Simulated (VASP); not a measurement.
Write the native input for VASP 6.6.1 that does the following.

- Task: single point
- Functional: r2SCAN
- Potentials or basis: VASP PAW PBE potentials, release 64 (Ti_sv, Al)
- Cutoff: 520 eV
- k mesh: 14 × 14 × 14
- Occupations: gaussian, width 0.1 eV
- Spin: no spin polarisation
- Dipole correction: no
- Further INCAR settings: ALGO = Normal; EDIFF = 1e-07; NBANDS = 14

Crystal: TiAl.

```xyz
2
Lattice="3.1713 0.0000 0.0000 0.0000 3.1713 0.0000 0.0000 0.0000 3.1713" Properties=species:S:1:pos:R:3 pbc="T T T"
Ti    1.5856    1.5856    1.5856
Al    0.0000    0.0000    0.0000
```

The input as run:

POSCAR

```
TiAl
1.0
    3.1712856882      0.0000000000      0.0000000000
    0.0000000000      3.1712856882      0.0000000000
    0.0000000000      0.0000000000      3.1712856882
Ti Al
1 1
Direct
    0.5000000000      0.5000000000      0.5000000000
    0.0000000000      0.0000000000      0.0000000000
```

INCAR.step1

```
PREC = Accurate ; ENCUT = 520
ISMEAR = 0 ; SIGMA = 0.1
LREAL = False ; LASPH = True
NELM = 80 ; NBANDS = 14
GGA = PE ; ALGO = Normal
EDIFF = 1E-4 ; LWAVE = True
LCHARG = False
```

INCAR.step2

```
PREC = Accurate ; ENCUT = 520
EDIFF = 1E-7 ; ISMEAR = 0
SIGMA = 0.1 ; LREAL = False
LASPH = True ; NELM = 80
ALGO = Normal ; ISIF = 2
LWAVE = False ; LCHARG = True
METAGGA = R2SCAN ; LMIXTAU = True
LELF = True ; LVHAR = True
NBANDS = 14 ; ISTART = 1
```

KPOINTS

```
Automatic mesh
0
Gamma
  14 14 14
```

Potentials or basis: VASP PAW PBE potentials, release 64 (Ti_sv, Al).

Run with:

```console
$ cat potpaw_PBE.64/Ti_sv/POTCAR potpaw_PBE.64/Al/POTCAR > POTCAR
$ cp INCAR.step1 INCAR
$ mpirun -np 1 vasp_std > vasp.out
$ cp INCAR.step2 INCAR
$ mpirun -np 1 vasp_std > vasp.out
```

Results of the run:

```
Pressure : 0.1 GPa
```

Caveat: the PAW data sets were made with another functional, which shifts forces and pressure a little.

Run time: 67 s on 1 thread of Intel(R) Xeon(R) 6975P-C (Granite Rapids), on a shared host, peak memory 0.18 GiB.
